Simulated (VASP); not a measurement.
# Li15Se8 (a cell with a defect): single point with PBEsol

The system is Li15Se8 (a cell with a defect).

```
Li Se
1.0
     5.94475    0.00000    5.94475
     5.94475    5.94475    0.00000
     0.00000    5.94475    5.94475
Li Se
15 8
Direct
  0.12696 0.62304 0.12696
  0.62766 0.11826 0.12499
  0.62766 0.62909 0.12499
  0.12499 0.11826 0.62766
  0.12499 0.62909 0.62766
  0.61472 0.13528 0.61472
  0.61536 0.63464 0.61536
  0.37304 0.37696 0.37304
  0.25000 0.00000 0.25000
  0.87234 0.37091 0.37501
  0.87234 0.88174 0.37501
  0.37501 0.37091 0.87234
  0.37501 0.88174 0.87234
  0.88464 0.36536 0.88464
  0.88528 0.86472 0.88528
  0.97228 0.00000 0.52772
  0.99656 0.50000 0.50344
  0.49510 0.00531 0.49510
  0.49510 0.50450 0.49510
  0.00490 0.99469 0.00490
  0.00490 0.49550 0.00490
  0.52772 0.00000 0.97228
  0.50344 0.50000 0.99656
```

This cell differs from its parent crystal: atoms taken out, then relaxed in part.

```json
{
  "Program": "VASP 6.6.1",
  "Task": "single point",
  "Functional": "PBEsol",
  "Potentials or basis": "VASP PAW PBE potentials, release 64 (Li_sv, Se)",
  "Cutoff": "650 eV",
  "k mesh": "4 × 4 × 4",
  "Occupations": "gaussian, width 0.05 eV",
  "Spin": "no spin polarisation",
  "Dipole correction": "no",
  "Further INCAR settings": "ALGO = Normal; EDIFF = 1e-06; NBANDS = 64"
}
```

```yaml
Pressure: 0.1 GPa
Largest_force: 0.021 eV/Å
Band_gap_on_the_k_mesh: zero (an odd number of electrons rules out a gap without spin polarisation)
```

Forces in eV/Å, atoms in the order of the input:
```
Li   0.000  0.000  0.015
Li   0.009 -0.006  0.001
Li   0.006 -0.009  0.001
Li  -0.006  0.009  0.001
Li  -0.009  0.006  0.001
Li   0.000  0.000 -0.008
Li   0.000  0.000  0.004
Li   0.000  0.000 -0.015
Li   0.000  0.000  0.000
Li  -0.006  0.009 -0.001
Li  -0.009  0.006 -0.001
Li   0.009 -0.006 -0.001
Li   0.006 -0.009 -0.001
Li   0.000  0.000 -0.004
Li   0.000  0.000  0.008
Se   0.014 -0.014  0.000
Se  -0.015  0.015  0.000
Se  -0.012 -0.012 -0.004
Se   0.012  0.012 -0.004
Se   0.012  0.012  0.004
Se  -0.012 -0.012  0.004
Se  -0.014  0.014  0.000
Se   0.015 -0.015  0.000
```

Stress tensor (GPa, compression positive):
```
 0.42 -0.74  0.00
-0.74  0.42  0.00
 0.00  0.00 -0.46
```

Levels at points of the mesh, in eV from the Fermi level:
| k point | band 44 | band 45 | band 46 | band 47 | band 48 | band 49 | band 50 | band 51 |
| --- | --- | --- | --- | --- | --- | --- | --- | --- |
| (0.00, 0.00, 0.00) | -0.18 | 0.08 | 0.17 | 0.20 | 2.97 | 3.16 | 3.18 | 3.56 |
| (0.50, 0.00, 0.00) | -0.21 | -0.11 | -0.02 | 0.06 | 4.28 | 4.49 | 4.50 | 4.59 |
| (0.00, 0.50, 0.00) | -0.26 | -0.15 | -0.14 | -0.05 | 4.18 | 4.39 | 4.47 | 4.60 |
| (0.50, 0.50, 0.00) | -0.45 | -0.36 | -0.32 | -0.11 | 4.35 | 4.36 | 5.13 | 5.28 |
| (0.50, 0.00, 0.50) | -0.49 | -0.49 | -0.38 | -0.20 | 4.39 | 4.44 | 4.99 | 5.34 |

Wall time 41 min on 1 thread of Oxide Virtual Turin-like Processor, with other jobs on the host, peak memory 0.9 GiB.

Caveat: the cell differs from its parent crystal (atoms taken out, then relaxed in part); the PAW data sets were made with another functional, which shifts forces and pressure a little.
